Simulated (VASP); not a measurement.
Input of a VASP 6.6.1 run:

POSCAR

```
NiB3Au
1.0
    3.5592310365      0.0000000000      0.0000000000
    0.0000000000      3.5592310365      0.0000000000
    0.0000000000      0.0000000000      3.5592310365
Ni B Au
1 3 1
Direct
    0.0000000000      0.0000000000      0.0000000000
    0.0000000000      0.5000000000      0.5000000000
    0.5000000000      0.0000000000      0.5000000000
    0.5000000000      0.5000000000      0.0000000000
    0.5000000000      0.5000000000      0.5000000000
```

The input INCAR.step1:

```
SYSTEM = NiB3Au
ALGO = Normal
EDIFF = 1E-5
EDIFFG = -0.005
ENCUT = 660
GGA = PE
GGA_COMPAT = .FALSE.
IBRION = 2
ISIF = 3
ISMEAR = 0
LASPH = .TRUE.
LCHARG = .FALSE.
LREAL = .FALSE.
LWAVE = .TRUE.
NELM = 120
NELMIN = 4
NSW = 100
PREC = Accurate
SIGMA = 0.1
```

Contents of INCAR.step2:

```
SYSTEM = NiB3Au
ALGO = Normal
EDIFF = 1E-7
EDIFFG = -0.04
ENCUT = 660
GGA_COMPAT = .FALSE.
IBRION = 2
ISIF = 3
ISMEAR = 0
ISTART = 1
LASPH = .TRUE.
LCHARG = .FALSE.
LMIXTAU = .TRUE.
LREAL = .FALSE.
LWAVE = .FALSE.
METAGGA = R2SCAN
NELM = 120
NELMIN = 4
NSW = 90
PREC = Accurate
SIGMA = 0.1
```

Contents of KPOINTS:

```
k-points
0
G
  6 6 6
  0 0 0
```

Potentials or basis: VASP PAW PBE potentials, release 64 (Ni, B, Au).

The run is started by

```sh
$ cat potpaw_PBE.64/Ni/POTCAR potpaw_PBE.64/B/POTCAR potpaw_PBE.64/Au/POTCAR > POTCAR
$ cp INCAR.step1 INCAR
$ mpirun -np 1 vasp_std > vasp.out
$ cp INCAR.step2 INCAR
$ mpirun -np 1 vasp_std > vasp.out
```

Question: Estimate the space group after relaxing (to 0.1 Å).

Answer: Pm-3m (No. 221).

Question: What does it give for the relaxed cell?

Answer: a = 4.108 Å, b = 4.108 Å, c = 4.108 Å, α = 90.00°, β = 90.00°, γ = 90.00°.

Question: Predict the band gap on the k mesh.

Answer: Zero (bands 15 and 16 overlap by 1.34 eV).

Question: Predict the relaxed volume.

Answer: 13.86 Å³/atom.

Final structure:
```
CELL_PARAMETERS angstrom
4.10764 0.00000 0.00000
0.00000 4.10764 0.00000
0.00000 0.00000 4.10764
ATOMIC_POSITIONS crystal
Ni 0.00000 0.00000 0.00000
B 0.00000 0.50000 0.50000
B 0.50000 0.00000 0.50000
B 0.50000 0.50000 0.00000
Au 0.50000 0.50000 0.50000
```

Caveat: the volume moved by over 15 % at a fixed basis, so the end points are rough; the PAW data sets were made with another functional, which shifts forces and pressure a little; spin-orbit coupling is left out, which moves the levels of the heavy elements. Spin polarisation is off, so any magnetic state and its effect on volume and gap are missing.
